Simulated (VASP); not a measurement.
Set up this calculation in VASP 6.6.1, as the native input.

* Task: relaxation of cell and atoms
* Functional: r2SCAN
* Potentials or basis: VASP PAW PBE potentials, release 64 (Re, S)
* Cutoff: 600 eV
* k mesh: 6 × 6 × 4
* Occupations: gaussian, width 0.1 eV
* Spin: no spin polarisation
* Dipole correction: no
* Further INCAR settings: ALGO = Normal; EDIFF = 1e-06; IBRION = 2; EDIFFG = -0.05; NSW = 100; ISIF = 3

ReS:

```xyz
4
Lattice="3.3717 0.0000 0.0000 -1.6858 2.9200 0.0000 0.0000 0.0000 5.2261" Properties=species:S:1:pos:R:3 pbc="T T T"
Re    0.0000    0.0000    0.0000
Re    0.0000    0.0000    2.6131
S     0.0000    1.9466    1.3065
S     1.6858    0.9733    3.9196
```

These files were run (other wordings do the same):

POSCAR

```
ReS
1.0
    3.3716900363      0.0000000000      0.0000000000
   -1.6858450182      2.9199692251      0.0000000000
    0.0000000000      0.0000000000      5.2261195563
Re S
2 2
Direct
    0.0000000000      0.0000000000      0.0000000000
    0.0000000000      0.0000000000      0.5000000000
    0.3333333333      0.6666666667      0.2500000000
    0.6666666667      0.3333333333      0.7500000000
```

INCAR.step1

```
PREC = Accurate
ENCUT = 600
ISMEAR = 0
SIGMA = 0.1
LREAL = False
LASPH = True
NELM = 80
GGA = PE
ALGO = Normal
EDIFF = 1E-4
LWAVE = True
LCHARG = False
```

INCAR.step2

```
PREC = Accurate
ENCUT = 600
EDIFF = 1E-6
ISMEAR = 0
SIGMA = 0.1
LREAL = False
LASPH = True
NELM = 80
ALGO = Normal
ISIF = 3
LWAVE = False
LCHARG = False
METAGGA = R2SCAN
LMIXTAU = True
IBRION = 2
NSW = 100
EDIFFG = -0.05
ISTART = 1
```

KPOINTS

```
regular mesh
0
Gamma
  6 6 4
```

Potentials or basis: VASP PAW PBE potentials, release 64 (Re, S).

Launch:

```console
$ cat potpaw_PBE.64/Re/POTCAR potpaw_PBE.64/S/POTCAR > POTCAR
$ cp INCAR.step1 INCAR
$ mpirun -np 1 vasp_std > vasp.out
$ cp INCAR.step2 INCAR
$ mpirun -np 1 vasp_std > vasp.out
```

It gave:

```yaml
Relaxed_volume: 15.15 Å³/atom
Relaxed_cell: a = 3.683 Å, b = 3.683 Å, c = 5.159 Å, α = 90.00°, β = 90.00°, γ = 120.00°
Space_group_after_relaxing_to_0.1_Å: P6_3/mmc (No. 194)
Pressure_after_relaxing: 0.0 GPa
Band_gap_on_the_k_mesh: zero (bands 13 and 14 overlap by 2.57 eV)
```

Caveat: the volume moved by over 15 % at a fixed basis, so the end points are rough; the PAW data sets were made with another functional, which shifts forces and pressure a little; spin-orbit coupling is left out, which moves the levels of the heavy elements.

Wall time 8.3 min on 1 thread of Intel(R) Xeon(R) Platinum 8488C (Sapphire Rapids), on a shared host, peak memory 0.21 GiB.
